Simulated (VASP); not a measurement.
Na, 2 atoms in the cell. The structure is cubic, space group Fd-3m (No. 227). Conventional cell: a = 6.653 Å, b = 6.653 Å, c = 6.653 Å, α = 90.00°, β = 90.00°, γ = 90.00°. Within 3.8 Å of Na (site symmetry -43m) lie 4 Na at 2.88 Å.  This cell differs from its parent crystal: volume scaled by 0.68.

```yaml
Program: VASP 6.6.1
Task: density of states
Functional: PBE
Potentials_or_basis: VASP PAW PBE potentials, release 64 (Na_pv)
Cutoff: 520 eV
k_mesh: 9 × 9 × 9
Occupations: fermi-dirac, width 0.05 eV
Spin: no spin polarisation
Dipole_correction: no
k_mesh_for_the_DOS: 14 × 14 × 14
Occupations_for_the_DOS: tetrahedron
Further_INCAR_settings: ALGO = Normal; EDIFF = 1e-06
```

Potentials or basis: VASP PAW PBE potentials, release 64 (Na_pv).

Launch:

```console
$ cat potpaw_PBE.64/Na_pv/POTCAR > POTCAR
$ cp INCAR.step1 INCAR
$ cp KPOINTS.step1 KPOINTS
$ mpirun -np 1 vasp_std > vasp.out
$ cp INCAR.step2 INCAR
$ cp KPOINTS.step2 KPOINTS
$ mpirun -np 1 vasp_std > vasp.out
```

Hardware: 1 thread of Intel(R) Xeon(R) Platinum 8488C (Sapphire Rapids), on a shared host.

Task: Estimate the wall time of this run.

Result: It took 53 s on 1 thread of Intel(R) Xeon(R) Platinum 8488C (Sapphire Rapids), with other jobs on the host, peak memory 0.22 GiB. Counts: k points 104.
